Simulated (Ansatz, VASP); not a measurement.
# Two plane-wave programs on TiO2

```
CELL_PARAMETERS angstrom
4.59984 0.00000 0.00000
0.00000 4.59984 0.00000
0.00000 0.00000 2.95921
ATOMIC_POSITIONS crystal
Ti 0.00000 0.00000 0.50000
Ti 0.50000 0.50000 0.00000
O 0.30432 0.30432 0.50000
O 0.19568 0.80432 0.00000
O 0.80432 0.19568 0.00000
O 0.69568 0.69568 0.50000
```

Alike in both runs: task band structure; functional PBE; k mesh 6 × 6 × 9; occupations fermi-dirac, width 0.05 eV; no spin polarisation.

```csv
,VASP,Ansatz
version,VASP 6.6.1,Ansatz 0.2.0
potentials or method,"VASP PAW PBE potentials, release 64 (Ti, O)",Ansatz PAW
plane-wave cutoff (eV),500,420
valence electrons in the cell,32,48
```

Ansatz gave:

| Item | Value |
| --- | --- |
| gap on the k mesh at the Fermi level (eV) | 1.87 |
| least direct gap on the mesh (eV) | 1.87 |
| gap along the band path (eV) | 1.87 |
| pressure (GPa) | 4.2 |
| traceless stress, the component that is largest in VASP (GPa) | -0.55 |
| rms of the force components (eV/Å) | 0.002 |

Question: Estimate VASP's values.

Answer: gap on the k mesh at the Fermi level (eV): 1.70; least direct gap on the mesh (eV): 1.70; gap along the band path (eV): 1.70; pressure (GPa): 7.0; traceless stress, the component that is largest in VASP (GPa): -0.44; rms of the force components (eV/Å): 0.048.

Atom by atom the forces differ by 0.049 eV/Å (rms over components). The functional is the same, so the differences come from potentials, cutoffs and numerics. VASP's potentials hold 32 valence electrons a cell and Ansatz's 48, so a difference there can come from the potentials and not from the codes.
